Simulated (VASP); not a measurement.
# C (P6/mmm) in VASP: density of states with PBE

Aim: the density of states of C with PBE.

Program: VASP 6.6.1. These are calculated values, not measurements. Logs are shortened: lines on timing, memory, paths and dates and some standing lists are left out, and cuts for length are marked.

### Step 1. The cell of the first run

It takes space group P6/mmm (No. 191, hexagonal). The conventional cell has a = 2.041 Å, b = 2.041 Å, c = 1.568 Å, α = 90.00°, β = 90.00°, γ = 120.00°. C (site symmetry 6/mmm) has 8 C at 1.57 to 2.04 Å within 2.1 Å.

### Step 2. Density of states, PBE

Contents of POSCAR:

```
C
1.0
    2.0410751715      0.0000000000      0.0000000000
   -1.0205375858      1.7676229496      0.0000000000
    0.0000000000      0.0000000000      1.5678823434
C
1
Direct
    0.0000000000      0.0000000000      0.0000000000
```

Contents of INCAR.step1:

```
  PREC = Accurate
  ENCUT = 520
  EDIFF = 1E-6
  ISMEAR = -1
  SIGMA = 0.1
  LREAL = False
  LASPH = True
  NELM = 80
  ALGO = Normal
  ISIF = 2
  LWAVE = False
  LCHARG = True
  GGA = PE
  NBANDS = 8
```

Contents of KPOINTS.step1:

```
regular mesh
0
Gamma
  24 24 22
```

Contents of INCAR.step2:

```
  PREC = Accurate
  ENCUT = 520
  EDIFF = 1E-6
  ISMEAR = -5
  SIGMA = 0.1
  LREAL = False
  LASPH = True
  NELM = 80
  ALGO = Normal
  ISIF = 2
  LWAVE = False
  LCHARG = False
  GGA = PE
  LORBIT = 11
  NEDOS = 2001
  ICHARG = 11
```

Contents of KPOINTS.step2:

```
regular mesh
0
Gamma
  36 36 33
```

Potentials or basis: VASP PAW PBE potentials, release 64 (C).

On the command line:

```sh
$ cat potpaw_PBE.64/C/POTCAR > POTCAR
$ cp INCAR.step1 INCAR
$ cp KPOINTS.step1 KPOINTS
$ mpirun -np 1 vasp_std > vasp.out
$ cp INCAR.step2 INCAR
$ cp KPOINTS.step2 KPOINTS
$ mpirun -np 1 vasp_std > vasp.out
```

OUTCAR:

```text
PREC = Accurate
   ENCUT = 520
   EDIFF = 1E-6
   ISMEAR = -5
   LREAL = False
   LASPH = True
   NELM = 80
   ISIF = 2
   GGA = PE
   LORBIT = 11
   ICHARG = 11

 ion  position               nearest neighbor table
   1  0.000  0.000  0.000-

  LATTYP: Found a hexagonal cell.
 ALAT       =     2.0410751715
 C/A-ratio  =     0.7681649188

  Lattice vectors:

 A1 = (   2.0410751715,   0.0000000000,   0.0000000000)
 A2 = (  -1.0205375858,   1.7676229496,   0.0000000000)
 A3 = (   0.0000000000,   0.0000000000,   1.5678823434)

Analysis of symmetry for initial positions (statically):
=====================================================================
 Subroutine PRICEL returns:
 Original cell was already a primitive cell.

 Routine SETGRP: Setting up the symmetry group for a
 hexagonal supercell.

 Subroutine GETGRP returns: Found 24 space group operations
 (whereof 24 operations were pure point group operations)
 out of a pool of 24 trial point group operations.

The static configuration has the point symmetry D_6h.

Analysis of symmetry for dynamics (positions and initial velocities):
=====================================================================
 Subroutine PRICEL returns:
 Original cell was already a primitive cell.

 Routine SETGRP: Setting up the symmetry group for a
 hexagonal supercell.

 Subroutine GETGRP returns: Found 24 space group operations
 (whereof 24 operations were pure point group operations)
 out of a pool of 24 trial point group operations.

The dynamic configuration has the point symmetry D_6h.

 Subroutine INISYM returns: Found 24 space group operations
 (whereof 24 operations are pure point group operations),
 and found     1 'primitive' translations

----------------------------------------------------------------------------------------

                                     Primitive cell

  volume of cell :       5.6567

  direct lattice vectors                    reciprocal lattice vectors
     2.041075172  0.000000000  0.000000000     0.489937859  0.282865755  0.000000000
    -1.020537586  1.767622950  0.000000000     0.000000000  0.565731510  0.000000000
     0.000000000  0.000000000  1.567882343     0.000000000  0.000000000  0.637802960

  length of vectors
     2.041075172  2.041075172  1.567882343     0.565731510  0.565731510  0.637802960

  position of ions in fractional coordinates (direct lattice)
     0.000000000  0.000000000  0.000000000

  ion indices of the primitive-cell ions
   primitive index   ion index
                 1           1

----------------------------------------------------------------------------------------

 KPOINTS: regular mesh

Automatic generation of k-mesh.
 Grid dimensions read from file:
 generate k-points for:   36   36   33

 Generating k-lattice:

  Cartesian coordinates                     Fractional coordinates (reciprocal lattice)
     0.013609385  0.007857382  0.000000000     0.027777778  0.000000000  0.000000000
     0.000000000  0.015714764  0.000000000     0.000000000  0.027777778  0.000000000
     0.000000000  0.000000000  0.019327362     0.000000000  0.000000000  0.030303030

  Length of vectors
     0.015714764  0.015714764  0.019327362

  Shift w.r.t. Gamma in fractional coordinates (k-lattice)
     0.000000000  0.000000000  0.000000000

 TETIRR: Found  42600 inequivalent tetrahedra from   256608

 Subroutine IBZKPT returns following result:
 ===========================================

 Found   2159 irreducible k-points:

 Following reciprocal coordinates:
            Coordinates               Weight
  0.000000  0.000000  0.000000      1.000000
  0.027778 -0.000000  0.000000      6.000000
  0.055556 -0.000000  0.000000      6.000000
  0.083333 -0.000000  0.000000      6.000000
  0.111111 -0.000000  0.000000      6.000000
  0.138889  0.000000  0.000000      6.000000
[... 16 lines left out ...]
  0.111111  0.027778  0.000000     12.000000
  0.138889  0.027778  0.000000     12.000000
 [... further k-points ...]
   k-points           NKPTS =   2159   k-points in BZ     NKDIM =   2159   number of bands    NBANDS=      6
   number of dos      NEDOS =   2001   number of ions     NIONS =      1
   total plane-waves  NPLWV =   3072
   dimension x,y,z NGX =    16 NGY =   16 NGZ =   12
   dimension x,y,z NGXF=    32 NGYF=   32 NGZF=   24
   ions per type =               1
   NGX,Y,Z   is equivalent  to a cutoff of  13.03, 13.03, 12.72 a.u.
   NGXF,Y,Z  is equivalent  to a cutoff of  26.06, 26.06, 25.45 a.u.
 SYSTEM =  unknown system
   PREC   = accura    normal or accurate (medium, high low for compatibility)
   ISTART =      0    job   : 0-new  1-cont  2-samecut
   ICHARG =     11    charge: 1-file 2-atom 10-const
   ISPIN  =      1    spin polarized calculation?
   LNONCOLLINEAR =      F non collinear calculations
   LSORBIT =      F    spin-orbit coupling
   LASPH  =      T    aspherical Exc in radial PAW
   ENCUT  =  520.0 eV  38.22 Ry    6.18 a.u.   3.80  3.80  2.92*2*pi/ulx,y,z
   NELM   =     80;   NELMIN=  2; NELMDL=  0     # of ELM steps
   EDIFF  = 0.1E-05   stopping-criterion for ELM
   LREAL  =      F    real-space projection
   EDIFFG = 0.1E-04   stopping-criterion for IOM
   NSW    =      0    number of steps for IOM
   IBRION =     -1    ionic relax: 0-MD 1-quasi-New 2-CG
   NFREE  =      0    steps in history (QN), initial steepest desc. (CG)
   ISIF   =      2    stress and relaxation
   ISYM   =      2    0-nonsym 1-usesym 2-fastsym
   POTIM  = 0.5000    time-step for ionic-motion
   TEBEG  =    0.0;   TEEND  =   0.0 temperature during run
   PSTRESS=    0.0 pullay stress
   NELECT =       4.0000    total number of electrons
   NUPDOWN=      -1.0000    fix difference up-down
   EMIN   =  10.00;   EMAX   =-10.00  energy-range for DOS
   EFERMI =   0.00;   METHOD = LEGACY
   ISMEAR =    -5;   SIGMA  =   0.10  broadening in eV -4-tet -1-fermi 0-gaus
   EFERMI_NEDOS =   21; number of points for ismear=-14 and -15
   IALGO  =     38    algorithm
   IMIX   =      4    mixing-type and parameters
     AMIX     =   0.40;   BMIX     =  1.00
     AMIX_MAG =   1.60;   BMIX_MAG =  1.00
  volume/ion in A,a.u.               =       5.66        38.17
  Fermi-wavevector in a.u.,A,eV,Ry     =   1.458503  2.756172 28.942753  2.127232
  Thomas-Fermi vector in A             =   2.575180
   LORBIT       =     11    0 simple, 1 ext, 2 COOP (PROOUT), +10 PAW based schemes
   GGA     = PE    functional components
   LHFCALC =     F    Hartree Fock is set to
   AEXX    =    0.0000 exact exchange contribution
   IVDW    =     0    specifies the selected vdW correction
   LEPSILON=     F    determine dielectric tensor
   LRPA    =     F    only Hartree local field effects (RPA)
 non-spin polarized calculation
 Fermi weights with tetrahedron method with Bloechl corrections
  energy-cutoff  :      520.00
  volume of cell :        5.66
 maximum number of plane-waves:       162
 NGX is ok and might be reduce to    16

 number of electron       3.9999999 magnetization

 Free energy of the ion-electron system (eV)
  ---------------------------------------------------
  ext. energy  EPLUGINS =         0.00000000
  ---------------------------------------------------
  free energy    TOTEN  =        -6.28559100 eV

  energy without entropy =       -6.28559100  energy(sigma->0) =       -6.28559100

 E-fermi :  10.5629     XC(G=0): -13.7944

 val. band max:       10.6025184421   @ k =   0.1667   0.1667   0.2727
 cond. band min:      10.5573667291   @ k =   0.2778   0.1389   0.0303
 fundamental gap:     -0.0451517130
 Fermi energy:        10.5628693052

 k-point     1 :       0.0000    0.0000    0.0000
  band No.  band energies     occupation
      1     -11.3139      2.00000
      2      16.9287      0.00000
      3      16.9287      0.00000
      4      28.1538      0.00000
      5      35.8210      0.00000
      6      39.3899      0.00000

 k-point     2 :       0.0278   -0.0000    0.0000
  band No.  band energies     occupation
      1     -11.2831      2.00000
      2      16.8007      0.00000
      3      16.8849      0.00000
      4      28.1671      0.00000
      5      35.9136      0.00000
      6      38.8488      0.00000

 k-point     3 :       0.0556   -0.0000    0.0000
  band No.  band energies     occupation
      1     -11.1908      2.00000
      2      16.4257      0.00000
      3      16.7569      0.00000
      4      28.2067      0.00000
      5      36.1427      0.00000
      6      37.7666      0.00000

 k-point     4 :       0.0833   -0.0000    0.0000
  band No.  band energies     occupation
      1     -11.0371      2.00000
      2      15.8271      0.00000
      3      16.5534      0.00000
      4      28.2718      0.00000
      5      35.9790      0.00000
      6      37.1418      0.00000

 k-point     5 :       0.1111   -0.0000    0.0000
  band No.  band energies     occupation
      1     -10.8221      2.00000
      2      15.0381      0.00000
      3      16.2875      0.00000
      4      28.3612      0.00000
      5      34.9300      0.00000
      6      37.5997      0.00000
[... 136 lines left out ...]
 k-point    21 :       0.0556    0.0278    0.0000
  band No.  band energies     occupation
      1     -11.0986      2.00000
      2      16.0757      0.00000
      3      16.6191      0.00000
      4      28.2459      0.00000
      5      36.3091      0.00000
      6      37.0348      0.00000

 k-point    22 :       0.0833    0.0278    0.0000
  band No.  band energies     occupation
      1     -10.9142      2.00000
      2      15.3943      0.00000
      3      16.3702      0.00000
      4      28.3233      0.00000
      5      35.5385      0.00000
      6      37.1307      0.00000

 k-point    23 :       0.1111    0.0278    0.0000
  band No.  band energies     occupation
      1     -10.6686      2.00000
      2      14.5398      0.00000
      3      16.0647      0.00000
      4      28.4235      0.00000
      5      34.4120      0.00000
      6      37.7763      0.00000

 k-point    24 :       0.1389    0.0278    0.0000
  band No.  band energies     occupation
      1     -10.3619      2.00000
      2      13.5466      0.00000
      3      15.7196      0.00000
      4      28.5448      0.00000
      5      33.3456      0.00000
      6      38.5682      0.00000

 [... further k-points ...]
[... 5 lines left out ...]
  --------------------------------------------------------------------------------------
  -------------------------------------------------------------------------------------
  Total       -0.1339748     -0.1339748      0.3169452      0.0000000      0.0000000      0.0000000
  in kB      -37.9464904    -37.9464904     89.7702832      0.0000000      0.0000000      0.0000000
  external PRESSURE =       4.6257675 kB  Pullay stress =       0.0000000 kB

 VOLUME and BASIS-vectors are now :
 -----------------------------------------------------------------------------
  energy-cutoff  :      520.00
  volume of cell :        5.66
      direct lattice vectors                 reciprocal lattice vectors
     2.041075172  0.000000000  0.000000000     0.489937859  0.282865755  0.000000000
    -1.020537586  1.767622950  0.000000000     0.000000000  0.565731510  0.000000000
     0.000000000  0.000000000  1.567882343     0.000000000  0.000000000  0.637802960

 POSITION                                       TOTAL-FORCE (eV/Angst)
 -----------------------------------------------------------------------------------
      0.00000      0.00000      0.00000         0.000000      0.000000      0.000000
 -----------------------------------------------------------------------------------
    total drift:                               -0.000000     -0.000000     -0.000000

  FREE ENERGIE OF THE ION-ELECTRON SYSTEM (eV)
  ---------------------------------------------------
  free  energy   TOTEN  =        -6.2855909993 eV

  energy  without entropy=       -6.2855909993  energy(sigma->0) =       -6.28559100

 total charge

# of ion       s       p       d       tot
------------------------------------------
    1        0.878   1.431   0.000   2.309
```

Wall time 32 s (1 thread of Intel Xeon 6975P-C (Granite Rapids), shared host); peak memory 0.21 GiB.

What came out:

| Item | Value |
| --- | --- |
| Valence electrons inside the program's atomic spheres | C 2.31 |

Caveat: tetrahedron occupations give inexact forces and stress in metals.
